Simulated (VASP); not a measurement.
Runs of VASP 6.6.1 on O. The structure is that of space group Cmme (No. 67), or close to it. The cells are those of the table. 

```tsv
level	potentials or basis	cell	k mesh	smearing	gap on the mesh (eV)	pressure (GPa)	largest force (eV/Å)
PBE+D4	VASP PAW PBE potentials, release 64 (O)	a = 4.343, b = 4.315, c = 3.080 Å, angles 90.0, 109.4, 90.0°, 4 atoms	6 × 6 × 8	fermi-dirac 0.02 eV	1.03	2.6	1.22
r2SCAN	VASP PAW PBE potentials, release 64 (O)	a = 4.043, b = 4.026, c = 2.988 Å, angles 90.0, 111.6, 90.0°, 4 atoms	8 × 6 × 10	gaussian 0.01 eV	0.99	4.8	1.45
r2SCAN+rVV10	VASP PAW PBE potentials, release 64 (O)	a = 4.043, b = 4.026, c = 2.988 Å, angles 90.0, 111.6, 90.0°, 4 atoms	6 × 6 × 8	fermi-dirac 0.02 eV	0.97	(b)	1.52
LDA	VASP PAW LDA potentials, release 64 (O)	a = 4.043, b = 4.026, c = 2.988 Å, angles 90.0, 111.6, 90.0°, 4 atoms	8 × 6 × 10	gaussian 0.01 eV	(c)	(a)	1.28
PBE	VASP PAW PBE potentials, release 64 (O)	a = 4.043, b = 4.026, c = 2.988 Å, angles 90.0, 111.6, 90.0°, 4 atoms	8 × 6 × 10	fermi-dirac 0.02 eV	0.91	9.5	2.03
PBE+D3(BJ)	VASP PAW PBE potentials, release 64 (O)	a = 4.349, b = 4.311, c = 3.081 Å, angles 90.0, 109.2, 90.0°, 4 atoms	6 × 6 × 8	fermi-dirac 0.02 eV	1.03	2.6	1.23
PBE	VASP PAW PBE potentials, release 64 (O)	a = 4.043, b = 4.026, c = 2.988 Å, angles 90.0, 111.6, 90.0°, 4 atoms	4 × 4 × 6	gaussian 0.01 eV	0.91	9.5	2.03
```

Alike in all rows: task single point; no spin polarisation; cutoff (eV) 520.

Question: Fill in the values left out.

Answer: (a) 1.0; (b) 3.9; (c) 0.87.

Caveats: the standard files for N, O and F lose accuracy on very short bonds; spin is off for a triplet molecule; forces of over 1 eV/Å act on the atoms, so gaps and moduli don't describe the material at rest (some runs); the PAW data sets were made with another functional, which shifts forces and pressure a little (some runs).

A k mesh can miss the band edges.
